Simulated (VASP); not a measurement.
# H22CO11 in VASP: a series of runs, part 3 of 3

VASP 6.6.1. The steps go on from the part before.

## 4. Single point, PBE+D3(BJ)

The input, INCAR:

```
ALGO     = Normal         # electronic algorithm
EDIFF    = 1E-6           # SCF threshold, eV
ENCUT    = 1000           # plane-wave cutoff, eV
GGA      = PE             # functional
GGA_COMPAT= False        
ISIF     = 2              # what is computed and relaxed
ISMEAR   = -1             # smearing method
IVDW     = 12             # dispersion correction
LASPH    = True           # aspherical terms in the spheres
LCHARG   = False          # write CHGCAR
LREAL    = Auto         
LWAVE    = False          # write WAVECAR
NBANDS   = 69             # bands
NELM     = 120            # most SCF steps
PREC     = Accurate       # precision mode
SIGMA    = 0.02           # smearing width, eV
```

The input, KPOINTS:

```
k-points
0
Gamma
  1 1 1
```

The input, POSCAR:

```
H22CO11
1.0
    7.1203670000      0.0000000000      0.0000000000
    0.0000000000      7.1203670000      0.0000000000
    0.0000000000      0.0000000000      7.1203670000
O H C
11 22 1
Direct
    0.5132038840      0.1496411632      0.4295003333
    0.0995594750      0.6208106970      0.3834072036
    0.5307029820      0.8903192771      0.9630121593
    0.9060207149      0.6032694663      1.0258459992
    0.4725880000      0.5777792072      0.2793816667
    0.3845166970      0.4277167174      0.7958859424
    0.1380827702      0.9656805611      0.2182752659
    0.7166765421      0.8419790721      0.6373407438
    0.7501158297      0.8638599668      0.2338643500
    0.2125592684      0.7366755112      0.8382854423
   -0.0920036846      0.2128682412      0.6933631370
    0.3257135482      0.3252220005      0.1041098022
    0.6081006780      0.1195443999      0.3248708950
    0.0448572384      0.5602098881      0.2657166407
    0.2294544649      0.5826104188      0.3684781978
    0.4479684825      1.0014933219      0.9968727736
    3.9468752102      6.6800348915      1.0788488852
    1.0312811123      0.5884247259      0.9749778347
    1.4339569856      0.8175140411      0.8945044546
    0.5401126094      0.4764361163      0.2143990612
    0.4428985191      0.6744174844      0.1857909852
    0.3263876707      0.3118519031      0.7477002239
    0.2856453888      0.5350566902      0.7866308015
    0.1685165947      0.8603629560      0.3042680244
    0.0234398030      1.0263094585      0.2656745081
    0.6367368424      0.9024675273      0.7393579573
    0.6801896588      0.7127301163      0.6056288953
    0.6727743106      0.8720477470      0.1212016178
    0.7004976008      0.7497928126      0.2789322517
    0.2324739722      0.8198594258      0.7214796653
    0.7158900658      0.9222839216      0.5166306737
   -0.0521461885      0.4999320962      0.6535196852
   -0.2688063691      0.3765255358      0.5320793156
   -0.1332234701      0.3668209799      0.6239987349
```

Potentials or basis: VASP PAW PBE potentials, release 64 (O_h, H_h, C_h).

Command:

```sh
> cat potpaw_PBE.64/O_h/POTCAR potpaw_PBE.64/H_h/POTCAR potpaw_PBE.64/C_h/POTCAR > POTCAR
> mpirun -np 1 vasp_gam > vasp.out
```

OUTCAR:

```text
EDIFF = 1E-6
   ENCUT = 1000
   GGA = PE
   ISIF = 2
   ISMEAR = -1
   IVDW = 12
   LASPH = True
   LREAL = Auto
   NELM = 120
   PREC = Accurate
 IVDW          = 12

 ion  position               nearest neighbor table
   1  0.513  0.150  0.430-  13 1.03
   2  0.100  0.621  0.383-  15 0.97  14 1.02
   3  0.531  0.890  0.963-  19 0.99  16 1.02
   4  0.906  0.603  0.026-  17 0.73  18 0.97
   5  0.473  0.578  0.279-  21 0.98  20 0.98
   6  0.385  0.428  0.796-  22 0.98  23 1.04
   7  0.138  0.966  0.218-  25 0.98  24 0.99
   8  0.717  0.842  0.637-  27 0.98  26 1.02  31 1.03
   9  0.750  0.864  0.234-  29 0.94  28 0.97
  10  0.213  0.737  0.838-  30 1.03
  11  0.908  0.213  0.693-  34 1.24
  12  0.326  0.325  0.104-
  13  0.608  0.120  0.325-   1 1.03
  14  0.045  0.560  0.266-   2 1.02
  15  0.229  0.583  0.368-   2 0.97
  16  0.448  0.001  0.997-   3 1.02
  17  0.947  0.680  0.079-   4 0.73
  18  0.031  0.588  0.975-   4 0.97
[... 13 lines left out ...]
  32  0.948  0.500  0.654-  34 1.13
  33  0.731  0.377  0.532-  34 1.17
  34  0.867  0.367  0.624-  32 1.13  33 1.17  11 1.24

  LATTYP: Found a simple cubic cell.
 ALAT       =     7.1203670000

  Lattice vectors:

 A1 = (   7.1203670000,   0.0000000000,   0.0000000000)
 A2 = (   0.0000000000,   7.1203670000,   0.0000000000)
 A3 = (   0.0000000000,   0.0000000000,   7.1203670000)

Analysis of symmetry for initial positions (statically):
=====================================================================
 Subroutine PRICEL returns:
 Original cell was already a primitive cell.

 Routine SETGRP: Setting up the symmetry group for a
 simple cubic supercell.

 Subroutine GETGRP returns: Found  1 space group operations
 (whereof  1 operations were pure point group operations)
 out of a pool of 48 trial point group operations.

The static configuration has the point symmetry C_1 .

Analysis of symmetry for dynamics (positions and initial velocities):
=====================================================================
 Subroutine PRICEL returns:
 Original cell was already a primitive cell.

 Routine SETGRP: Setting up the symmetry group for a
 simple cubic supercell.

 Subroutine GETGRP returns: Found  1 space group operations
 (whereof  1 operations were pure point group operations)
 out of a pool of 48 trial point group operations.

The dynamic configuration has the point symmetry C_1 .

 Subroutine INISYM returns: Found  1 space group operations
 (whereof  1 operations are pure point group operations),
 and found     1 'primitive' translations

----------------------------------------------------------------------------------------

                                     Primitive cell

  volume of cell :     360.9999

  direct lattice vectors                    reciprocal lattice vectors
     7.120367000  0.000000000  0.000000000     0.140442199  0.000000000  0.000000000
     0.000000000  7.120367000  0.000000000     0.000000000  0.140442199  0.000000000
     0.000000000  0.000000000  7.120367000     0.000000000  0.000000000  0.140442199

  length of vectors
     7.120367000  7.120367000  7.120367000     0.140442199  0.140442199  0.140442199

  position of ions in fractional coordinates (direct lattice)
     0.513203884  0.149641163  0.429500333
     0.099559475  0.620810697  0.383407204
     0.530702982  0.890319277  0.963012159
     0.906020715  0.603269466  0.025845999
     0.472588000  0.577779207  0.279381667
     0.384516697  0.427716717  0.795885942
[... 26 lines left out ...]
     0.731193631  0.376525536  0.532079316
     0.866776530  0.366820980  0.623998735

  ion indices of the primitive-cell ions
   primitive index   ion index
                 1           1
                 2           2
                 3           3
                 4           4
                 5           5
                 6           6
[... 26 lines left out ...]
                33          33
                34          34

----------------------------------------------------------------------------------------

 KPOINTS: k-points

Automatic generation of k-mesh.
 Grid dimensions read from file:
 generate k-points for:    1    1    1

 Generating k-lattice:

  Cartesian coordinates                     Fractional coordinates (reciprocal lattice)
     0.140442199  0.000000000  0.000000000     1.000000000  0.000000000  0.000000000
     0.000000000  0.140442199  0.000000000     0.000000000  1.000000000  0.000000000
     0.000000000  0.000000000  0.140442199     0.000000000  0.000000000  1.000000000

  Length of vectors
     0.140442199  0.140442199  0.140442199

  Shift w.r.t. Gamma in fractional coordinates (k-lattice)
     0.000000000  0.000000000  0.000000000

 Subroutine IBZKPT returns following result:
 ===========================================

 Found      1 irreducible k-points:

 Following reciprocal coordinates:
            Coordinates               Weight
  0.000000  0.000000  0.000000      1.000000
   k-points           NKPTS =      1   k-points in BZ     NKDIM =      1   number of bands    NBANDS=     69
   number of dos      NEDOS =    301   number of ions     NIONS =     34
   total plane-waves  NPLWV = 512000
   dimension x,y,z NGX =    80 NGY =   80 NGZ =   80
   dimension x,y,z NGXF=   160 NGYF=  160 NGZF=  160
   ions per type =              11  22   1
   NGX,Y,Z   is equivalent  to a cutoff of  18.68, 18.68, 18.68 a.u.
   NGXF,Y,Z  is equivalent  to a cutoff of  37.36, 37.36, 37.36 a.u.
 SYSTEM =  unknown system
   PREC   = accura    normal or accurate (medium, high low for compatibility)
   ISTART =      0    job   : 0-new  1-cont  2-samecut
   ICHARG =      2    charge: 1-file 2-atom 10-const
   ISPIN  =      1    spin polarized calculation?
   LNONCOLLINEAR =      F non collinear calculations
   LSORBIT =      F    spin-orbit coupling
   LASPH  =      T    aspherical Exc in radial PAW
   ENCUT  = 1000.0 eV  73.50 Ry    8.57 a.u.  18.36 18.36 18.36*2*pi/ulx,y,z
   NELM   =    120;   NELMIN=  2; NELMDL= -5     # of ELM steps
   EDIFF  = 0.1E-05   stopping-criterion for ELM
   LREAL  =      T    real-space projection
   EDIFFG = 0.1E-04   stopping-criterion for IOM
   NSW    =      0    number of steps for IOM
   IBRION =     -1    ionic relax: 0-MD 1-quasi-New 2-CG
   NFREE  =      0    steps in history (QN), initial steepest desc. (CG)
   ISIF   =      2    stress and relaxation
   ISYM   =      2    0-nonsym 1-usesym 2-fastsym
   POTIM  = 0.5000    time-step for ionic-motion
   TEBEG  =    0.0;   TEEND  =   0.0 temperature during run
   PSTRESS=    0.0 pullay stress
   NELECT =      92.0000    total number of electrons
   NUPDOWN=      -1.0000    fix difference up-down
   EMIN   =  10.00;   EMAX   =-10.00  energy-range for DOS
   EFERMI =   0.00;   METHOD = LEGACY
   ISMEAR =    -1;   SIGMA  =   0.02  broadening in eV -4-tet -1-fermi 0-gaus
   EFERMI_NEDOS =   21; number of points for ismear=-14 and -15
   IALGO  =     38    algorithm
   IMIX   =      4    mixing-type and parameters
     AMIX     =   0.40;   BMIX     =  1.00
     AMIX_MAG =   1.60;   BMIX_MAG =  1.00
  volume/ion in A,a.u.               =      10.62        71.65
  Fermi-wavevector in a.u.,A,eV,Ry     =   1.037931  1.961405 14.657561  1.077300
  Thomas-Fermi vector in A             =   2.172391
   LORBIT       =      0    0 simple, 1 ext, 2 COOP (PROOUT), +10 PAW based schemes
   GGA     = PE    functional components
   LHFCALC =     F    Hartree Fock is set to
   AEXX    =    0.0000 exact exchange contribution
   IVDW    =    12    specifies the selected vdW correction
   LEPSILON=     F    determine dielectric tensor
   LRPA    =     F    only Hartree local field effects (RPA)
 non-spin polarized calculation
  energy-cutoff  :     1000.00
  volume of cell :      361.00
 maximum number of plane-waves:     12911
 NGX is ok and might be reduce to    80
   NGX = 37   NGY = 37   NGZ = 37

 number of electron      92.0000002 magnetization

 Free energy of the ion-electron system (eV)
  ---------------------------------------------------
  ext. energy  EPLUGINS =         0.00000000
  ---------------------------------------------------
  free energy    TOTEN  =      -156.03103558 eV

  energy without entropy =     -156.00113448  energy(sigma->0) =     -156.01608503

 E-fermi :  -2.1762     XC(G=0):  -6.7947

 val. band max:       -2.2153637774   @ k =   0.0000   0.0000   0.0000
 cond. band min:      -2.1369606942   @ k =   0.0000   0.0000   0.0000
 fundamental gap:      0.0784030832
 Fermi energy:        -2.1761621918

 k-point     1 :       0.0000    0.0000    0.0000
  band No.  band energies     occupation
      1     -25.8017      2.00000
      2     -24.0925      2.00000
      3     -23.1158      2.00000
      4     -22.8437      2.00000
      5     -22.8071      2.00000
      6     -22.0829      2.00000
[... 50 lines left out ...]
     57       5.4955      0.00000
     58       5.7235      0.00000
 [bands above 58 left out]

------------------------ aborting loop because EDIFF is reached ----------------------------------------

 Edisp (eV)   -1.22438

 E8    (eV) :    -0.2560

  FORCE on cell =-STRESS in cart. coord.  units (eV):
  Direction    XX          YY          ZZ          XY          YZ          ZX
  --------------------------------------------------------------------------------------
  -------------------------------------------------------------------------------------
  Total       1.80265     8.47836     0.95184     6.59194    11.59309     5.04062
  in kB       8.00044    37.62834     4.22443    29.25611    51.45204    22.37108
  external pressure =       16.62 kB  Pullay stress =        0.00 kB

 VOLUME and BASIS-vectors are now :
 -----------------------------------------------------------------------------
  energy-cutoff  :     1000.00
  volume of cell :      361.00
      direct lattice vectors                 reciprocal lattice vectors
     7.120367000  0.000000000  0.000000000     0.140442199  0.000000000  0.000000000
     0.000000000  7.120367000  0.000000000     0.000000000  0.140442199  0.000000000
     0.000000000  0.000000000  7.120367000     0.000000000  0.000000000  0.140442199

 POSITION                                       TOTAL-FORCE (eV/Angst)
 -----------------------------------------------------------------------------------
      3.65420      1.06550      3.05820         1.423001     -0.122402     -1.588035
      0.70890      4.42040      2.73000        -0.845056     -0.909340     -1.296689
      3.77880      6.33940      6.85700        -0.781440      2.271844     -0.659196
      6.45120      4.29550      0.18403       -10.327298    -22.982569    -15.022904
      3.36500      4.11400      1.98930         0.231224      0.125221     -0.060356
      2.73790      3.04550      5.66700        -0.373946     -0.909712      0.528737
[... 26 lines left out ...]
      5.20637      2.68100      3.78860         0.941651     -0.152625      0.504480
      6.17177      2.61190      4.44310        -0.691676     -1.066261      0.509183
 -----------------------------------------------------------------------------------
    total drift:                                0.002345     -0.004570      0.000648

  FREE ENERGIE OF THE ION-ELECTRON SYSTEM (eV)
  ---------------------------------------------------
  free  energy   TOTEN  =      -157.2554185229 eV

  energy  without entropy=     -157.2255174224  energy(sigma->0) =     -157.24046797
```

Run time: 2 min. Hardware: 1 thread of Intel Xeon 6975P-C (Granite Rapids), shared host; peak memory 0.92 GiB.

What came out:

```
Free energy                : -157.2554 eV
Pressure                   : 1.7 GPa
Largest force              : 31.158 eV/Å
Dispersion energy per atom : -0.036 eV
```

Forces on the atoms (eV/Å):
```
O     1.423  -0.122  -1.588
O    -0.845  -0.909  -1.297
O    -0.781   2.272  -0.659
O   -10.327 -22.983 -15.023
O     0.231   0.125  -0.060
O    -0.374  -0.910   0.529
O     0.278   0.436   0.038
O     0.312   0.701  -1.064
O     1.047   1.364   1.018
O     1.419   1.032  -2.196
O    -0.143   1.635  -0.835
H     0.411  -0.063  -0.275
H    -1.398   0.301   1.368
H     0.216   0.696   1.377
H     0.658  -0.362   0.349
H     0.943  -0.983  -0.060
H     9.716  24.441  16.705
H     0.529  -1.290  -2.203
H    -1.603  -1.237  -0.021
H    -0.380   0.211   0.074
H     0.160  -0.348  -0.191
H     0.214   0.440  -0.132
H     0.257   0.451   0.497
H    -0.785   0.612  -0.242
H     0.605  -0.666  -0.120
H     0.124  -0.338   0.371
H    -0.254   0.196   0.291
H    -0.088   0.472  -0.658
H    -0.405  -1.625   0.780
H    -0.945  -1.413   1.684
H    -0.309  -0.343   0.615
H    -0.156  -0.577  -0.088
H     0.942  -0.153   0.504
C    -0.692  -1.066   0.509
```

Stress tensor (GPa, compression positive):
```
0.80 2.93 2.24
2.93 3.76 5.15
2.24 5.15 0.42
```

Caveat: the k points lie up to 0.88 Å⁻¹ apart, too coarse for converged energies, forces and pressures; the atoms stand as in a frame of molecular dynamics.

## 5. Summary

| cell | pressure (GPa) | largest force (eV/Å) |
| --- | --- | --- |
| as given, atomic positions A | -0.2 | 1.23 |
| as given, atomic positions B | 0.8 | 1.64 |
| as given, atomic positions C | 1.7 | 31.16 |

Alike in all rows: task single point; level PBE+D3(BJ); potentials or basis VASP PAW PBE potentials, release 64 (O_h, H_h, C_h); no spin polarisation; k mesh 1 × 1 × 1; cutoff (eV) 1000; smearing fermi-dirac 0.02 eV.

Caveats: all runs use coarse meshes; the atoms stand as in a frame of molecular dynamics.

Absolute energies hang on the potentials; compare differences alone.
